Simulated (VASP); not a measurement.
# BP (scanat) (F-43m) in VASP: single point with r2SCAN

Aim: the single point of BP (scanat) with r2SCAN.

Everything below comes from runs of VASP 6.6.1. Logs are shortened: lines on timing, memory, paths and dates and some standing lists are left out, and cuts for length are marked.

## 1. The cell of the first run

It takes space group F-43m (No. 216, cubic). The conventional cell has a = 4.520 Å, b = 4.520 Å, c = 4.520 Å, α = 90.00°, β = 90.00°, γ = 90.00°. Within 2.6 Å of B (site symmetry -43m) lie 4 P at 1.96 Å. Within 2.6 Å of P (site symmetry -43m) lie 4 B at 1.96 Å.

## 2. Single point, r2SCAN

POSCAR

```
BP
1.0
    0.0000000000      2.2600812336      2.2600812336
    2.2600812336      0.0000000000      2.2600812336
    2.2600812336      2.2600812336      0.0000000000
B P
1 1
Direct
    0.0000000000      0.0000000000      0.0000000000
    0.7500000000      0.7500000000      0.7500000000
```

INCAR.step1

```
PREC = Accurate ; ENCUT = 550
ISMEAR = 0 ; SIGMA = 0.02
LREAL = False ; LASPH = True
NELM = 120 ; NBANDS = 11
GGA = PE ; ALGO = Normal
EDIFF = 1E-5 ; LWAVE = True
LCHARG = False ; GGA_COMPAT = False
```

INCAR.step2

```
PREC = Accurate ; ENCUT = 550
EDIFF = 1E-6 ; ISMEAR = 0
SIGMA = 0.02 ; LREAL = False
LASPH = True ; NELM = 120
ALGO = Normal ; ISIF = 2
LWAVE = False ; LCHARG = True
METAGGA = R2SCAN ; LMIXTAU = True
LELF = True ; LVHAR = True
NBANDS = 11 ; ISTART = 1
GGA_COMPAT = False
```

KPOINTS

```
regular mesh
0
Gamma
  10 10 10
```

Potentials or basis: VASP PAW PBE potentials, release 64 (B, P).

Launch:

```
$ cat potpaw_PBE.64/B/POTCAR potpaw_PBE.64/P/POTCAR > POTCAR
$ cp INCAR.step1 INCAR
$ mpirun -np 1 vasp_std > vasp.out
$ cp INCAR.step2 INCAR
$ mpirun -np 1 vasp_std > vasp.out
```

OUTCAR:

```text
PREC = Accurate
   ENCUT = 550
   EDIFF = 1E-6
   ISMEAR = 0
   LREAL = False
   LASPH = True
   NELM = 120
   ISIF = 2
   METAGGA = R2SCAN
   ISTART = 1

 ion  position               nearest neighbor table
   1  0.000  0.000  0.000-   2 1.96   2 1.96   2 1.96   2 1.96
   2  0.750  0.750  0.750-   1 1.96   1 1.96   1 1.96   1 1.96

  LATTYP: Found a face centered cubic cell.
 ALAT       =     4.5201624672

  Lattice vectors:

 A1 = (   0.0000000000,   2.2600812336,   2.2600812336)
 A2 = (   2.2600812336,   0.0000000000,   2.2600812336)
 A3 = (   2.2600812336,   2.2600812336,   0.0000000000)

Analysis of symmetry for initial positions (statically):
=====================================================================
 Subroutine PRICEL returns:
 Original cell was already a primitive cell.

 Routine SETGRP: Setting up the symmetry group for a
 face centered cubic supercell.

 Subroutine GETGRP returns: Found 24 space group operations
 (whereof 24 operations were pure point group operations)
 out of a pool of 48 trial point group operations.

The static configuration has the point symmetry T_d .

Analysis of symmetry for dynamics (positions and initial velocities):
=====================================================================
 Subroutine PRICEL returns:
 Original cell was already a primitive cell.

 Routine SETGRP: Setting up the symmetry group for a
 face centered cubic supercell.

 Subroutine GETGRP returns: Found 24 space group operations
 (whereof 24 operations were pure point group operations)
 out of a pool of 48 trial point group operations.

The dynamic configuration has the point symmetry T_d .

 Subroutine INISYM returns: Found 24 space group operations
 (whereof 24 operations are pure point group operations),
 and found     1 'primitive' translations

----------------------------------------------------------------------------------------

                                     Primitive cell

  volume of cell :      23.0888

  direct lattice vectors                    reciprocal lattice vectors
     0.000000000  2.260081234  2.260081234    -0.221230986  0.221230986  0.221230986
     2.260081234  0.000000000  2.260081234     0.221230986 -0.221230986  0.221230986
     2.260081234  2.260081234  0.000000000     0.221230986  0.221230986 -0.221230986

  length of vectors
     3.196237533  3.196237533  3.196237533     0.383183308  0.383183308  0.383183308

  position of ions in fractional coordinates (direct lattice)
     0.000000000  0.000000000  0.000000000
     0.750000000  0.750000000  0.750000000

  ion indices of the primitive-cell ions
   primitive index   ion index
                 1           1
                 2           2

----------------------------------------------------------------------------------------

 KPOINTS: regular mesh

Automatic generation of k-mesh.
 Grid dimensions read from file:
 generate k-points for:   10   10   10

 Generating k-lattice:

  Cartesian coordinates                     Fractional coordinates (reciprocal lattice)
    -0.022123099  0.022123099  0.022123099     0.100000000  0.000000000  0.000000000
     0.022123099 -0.022123099  0.022123099     0.000000000  0.100000000  0.000000000
     0.022123099  0.022123099 -0.022123099     0.000000000  0.000000000  0.100000000

  Length of vectors
     0.038318331  0.038318331  0.038318331

  Shift w.r.t. Gamma in fractional coordinates (k-lattice)
     0.000000000  0.000000000  0.000000000

 Subroutine IBZKPT returns following result:
 ===========================================

 Found     47 irreducible k-points:

 Following reciprocal coordinates:
            Coordinates               Weight
  0.000000  0.000000  0.000000      1.000000
  0.100000  0.000000  0.000000      8.000000
  0.200000  0.000000  0.000000      8.000000
  0.300000  0.000000  0.000000      8.000000
  0.400000  0.000000  0.000000      8.000000
  0.500000  0.000000  0.000000      4.000000
[... 16 lines left out ...]
  0.300000  0.300000  0.000000      6.000000
  0.400000  0.300000  0.000000     24.000000
 [... further k-points ...]
   k-points           NKPTS =     47   k-points in BZ     NKDIM =     47   number of bands    NBANDS=     11
   number of dos      NEDOS =    301   number of ions     NIONS =      2
   total plane-waves  NPLWV =  13824
   dimension x,y,z NGX =    24 NGY =   24 NGZ =   24
   dimension x,y,z NGXF=    48 NGYF=   48 NGZF=   48
   ions per type =               1   1
   NGX,Y,Z   is equivalent  to a cutoff of  12.48, 12.48, 12.48 a.u.
   NGXF,Y,Z  is equivalent  to a cutoff of  24.97, 24.97, 24.97 a.u.
 SYSTEM =  unknown system
   PREC   = accura    normal or accurate (medium, high low for compatibility)
   ISTART =      1    job   : 0-new  1-cont  2-samecut
   ICHARG =      0    charge: 1-file 2-atom 10-const
   ISPIN  =      1    spin polarized calculation?
   LNONCOLLINEAR =      F non collinear calculations
   LSORBIT =      F    spin-orbit coupling
   LASPH  =      T    aspherical Exc in radial PAW
   ENCUT  =  550.0 eV  40.42 Ry    6.36 a.u.   6.11  6.11  6.11*2*pi/ulx,y,z
   NELM   =    120;   NELMIN=  2; NELMDL=  0     # of ELM steps
   EDIFF  = 0.1E-05   stopping-criterion for ELM
   LREAL  =      F    real-space projection
   EDIFFG = 0.1E-04   stopping-criterion for IOM
   NSW    =      0    number of steps for IOM
   IBRION =     -1    ionic relax: 0-MD 1-quasi-New 2-CG
   NFREE  =      0    steps in history (QN), initial steepest desc. (CG)
   ISIF   =      2    stress and relaxation
   ISYM   =      2    0-nonsym 1-usesym 2-fastsym
   POTIM  = 0.5000    time-step for ionic-motion
   TEBEG  =    0.0;   TEEND  =   0.0 temperature during run
   PSTRESS=    0.0 pullay stress
   NELECT =       8.0000    total number of electrons
   NUPDOWN=      -1.0000    fix difference up-down
   EMIN   =  10.00;   EMAX   =-10.00  energy-range for DOS
   EFERMI =   0.00;   METHOD = LEGACY
   ISMEAR =     0;   SIGMA  =   0.02  broadening in eV -4-tet -1-fermi 0-gaus
   EFERMI_NEDOS =   21; number of points for ismear=-14 and -15
   IALGO  =     38    algorithm
   IMIX   =      4    mixing-type and parameters
     AMIX     =   0.40;   BMIX     =  1.00
     AMIX_MAG =   1.60;   BMIX_MAG =  1.00
  volume/ion in A,a.u.               =      11.54        77.91
  Fermi-wavevector in a.u.,A,eV,Ry     =   1.149840  2.172883 17.988701  1.322132
  Thomas-Fermi vector in A             =   2.286507
   LORBIT       =      0    0 simple, 1 ext, 2 COOP (PROOUT), +10 PAW based schemes
   METAGGA = R2SCAN    functional components
   LHFCALC =     F    Hartree Fock is set to
   AEXX    =    0.0000 exact exchange contribution
   IVDW    =     0    specifies the selected vdW correction
   LEPSILON=     F    determine dielectric tensor
   LRPA    =     F    only Hartree local field effects (RPA)
 non-spin polarized calculation
 Gauss-broadening in eV      SIGMA  =   0.02
  energy-cutoff  :      550.00
  volume of cell :       23.09
 maximum number of plane-waves:       692
   NGX = 13   NGY = 13   NGZ = 13

 number of electron       8.0000001 magnetization

 Free energy of the ion-electron system (eV)
  ---------------------------------------------------
  ext. energy  EPLUGINS =         0.00000000
  ---------------------------------------------------
  free energy    TOTEN  =       -17.31150973 eV

  energy without entropy =      -17.31150973  energy(sigma->0) =      -17.31150973

 E-fermi :   7.6685     XC(G=0): -11.5544

 val. band max:        7.5302248225   @ k =   0.0000   0.0000   0.0000
 cond. band min:       8.9611470616   @ k =   0.4000   0.4000   0.0000
 fundamental gap:      1.4309222391
 Fermi energy:         7.6685207541

 k-point     1 :       0.0000    0.0000    0.0000
  band No.  band energies     occupation
      1      -8.8386      2.00000
      2       7.5302      2.00000
      3       7.5302      2.00000
      4       7.5302      2.00000
      5      11.1889      0.00000
      6      11.1889      0.00000
      7      11.1889      0.00000
      8      15.7312      0.00000
      9      20.0251      0.00000
     10      20.2106      0.00000
     11      20.2106      0.00000

 k-point     2 :       0.1000    0.0000    0.0000
  band No.  band energies     occupation
      1      -8.6474      2.00000
      2       6.1509      2.00000
      3       7.2152      2.00000
      4       7.2152      2.00000
      5      11.6274      0.00000
      6      11.6274      0.00000
      7      11.6913      0.00000
      8      16.2602      0.00000
      9      19.5291      0.00000
     10      19.5291      0.00000
     11      20.6222      0.00000

 k-point     3 :       0.2000    0.0000    0.0000
  band No.  band energies     occupation
      1      -8.0810      2.00000
      2       3.6694      2.00000
      3       6.6175      2.00000
      4       6.6175      2.00000
      5      11.9625      0.00000
      6      12.3989      0.00000
      7      12.3989      0.00000
      8      17.4737      0.00000
      9      18.9267      0.00000
     10      18.9267      0.00000
     11      21.4850      0.00000

 k-point     4 :       0.3000    0.0000    0.0000
  band No.  band energies     occupation
      1      -7.1706      2.00000
      2       1.1670      2.00000
      3       6.0942      2.00000
      4       6.0942      2.00000
      5      11.8954      0.00000
      6      12.7398      0.00000
      7      12.7398      0.00000
      8      18.4031      0.00000
      9      19.5786      0.00000
     10      19.5786      0.00000
     11      21.7400      0.00000

 k-point     5 :       0.4000    0.0000    0.0000
  band No.  band energies     occupation
      1      -6.0343      2.00000
      2      -0.9793      2.00000
      3       5.7623      2.00000
      4       5.7623      2.00000
      5      11.7867      0.00000
      6      12.6526      0.00000
      7      12.6526      0.00000
      8      18.5501      0.00000
      9      21.4254      0.00000
     10      21.4254      0.00000
     11      22.7300      0.00000
[... 211 lines left out ...]
 k-point    21 :      -0.3000    0.2000    0.0000
  band No.  band energies     occupation
      1      -5.7955      2.00000
      2       0.1187      2.00000
      3       2.5901      2.00000
      4       5.4785      2.00000
      5      11.7774      0.00000
      6      14.1198      0.00000
      7      15.0051      0.00000
      8      17.6782      0.00000
      9      18.4728      0.00000
     10      21.1461      0.00000
     11      25.6431      0.00000

 k-point    22 :      -0.2000    0.2000    0.0000
  band No.  band energies     occupation
      1      -6.8604      2.00000
      2       1.9616      2.00000
      3       3.1072      2.00000
      4       6.1999      2.00000
      5      12.4056      0.00000
      6      13.2496      0.00000
      7      14.4142      0.00000
      8      16.5983      0.00000
      9      17.5206      0.00000
     10      22.1746      0.00000
     11      24.5359      0.00000

 k-point    23 :       0.3000    0.3000    0.0000
  band No.  band energies     occupation
      1      -6.5908      2.00000
      2       2.4025      2.00000
      3       4.0935      2.00000
      4       4.0935      2.00000
      5       9.2606      0.00000
      6      11.7767      0.00000
      7      17.0995      0.00000
      8      17.0995      0.00000
      9      21.6907      0.00000
     10      22.6314      0.00000
     11      25.3383      0.00000

 k-point    24 :       0.4000    0.3000    0.0000
  band No.  band energies     occupation
      1      -5.7103      2.00000
      2       0.9811      2.00000
      3       3.2274      2.00000
      4       3.7792      2.00000
      5       9.5630      0.00000
      6      11.4767      0.00000
      7      17.7589      0.00000
      8      17.7797      0.00000
      9      22.7191      0.00000
     10      23.6299      0.00000
     11      25.8559      0.00000

 [... further k-points ...]
[... 5 lines left out ...]
  --------------------------------------------------------------------------------------
  -------------------------------------------------------------------------------------
  Total        0.1943577      0.1943577      0.1943577      0.0000000      0.0000000      0.0000000
  in kB       13.4868416     13.4868416     13.4868416      0.0000000      0.0000000      0.0000000
  external PRESSURE =      13.4868416 kB  Pullay stress =       0.0000000 kB

 VOLUME and BASIS-vectors are now :
 -----------------------------------------------------------------------------
  energy-cutoff  :      550.00
  volume of cell :       23.09
      direct lattice vectors                 reciprocal lattice vectors
     0.000000000  2.260081234  2.260081234    -0.221230986  0.221230986  0.221230986
     2.260081234  0.000000000  2.260081234     0.221230986 -0.221230986  0.221230986
     2.260081234  2.260081234  0.000000000     0.221230986  0.221230986 -0.221230986

 POSITION                                       TOTAL-FORCE (eV/Angst)
 -----------------------------------------------------------------------------------
      0.00000      0.00000      0.00000        -0.000000      0.000000      0.000000
      3.39012      3.39012      3.39012         0.000000     -0.000000     -0.000000
 -----------------------------------------------------------------------------------
    total drift:                               -0.000000     -0.000000     -0.000000

  FREE ENERGIE OF THE ION-ELECTRON SYSTEM (eV)
  ---------------------------------------------------
  free  energy   TOTEN  =       -17.3115097254 eV

  energy  without entropy=      -17.3115097254  energy(sigma->0) =      -17.31150973
```

Wall time 1.7 min (1 thread of AMD EPYC 7R13, shared host); peak memory 0.11 GiB.

Results:

| Item | Value |
| --- | --- |
| Free energy | -17.3115 eV |
| Pressure | 1.3 GPa |
| Band gap on the k mesh | 1.43 eV, indirect (least direct gap 3.66 eV) |

Levels at points of the mesh, in eV from the valence-band top:
```csv
k point,band 1,band 2,band 3,band 4,band 5,band 6,band 7,band 8,band 9
"(0.00, 0.00, 0.00)",-16.37,0.00,0.00,0.00,3.66,3.66,3.66,8.20,12.49
"(0.50, 0.00, 0.00)",-12.83,-9.59,-1.88,-1.88,4.21,5.04,5.04,10.96,15.56
"(0.50, 0.50, 0.00)",-11.14,-9.19,-4.39,-4.39,1.52,1.90,13.18,13.18,16.55
```

Caveat: the PAW data sets were made with another functional, which shifts forces and pressure a little.
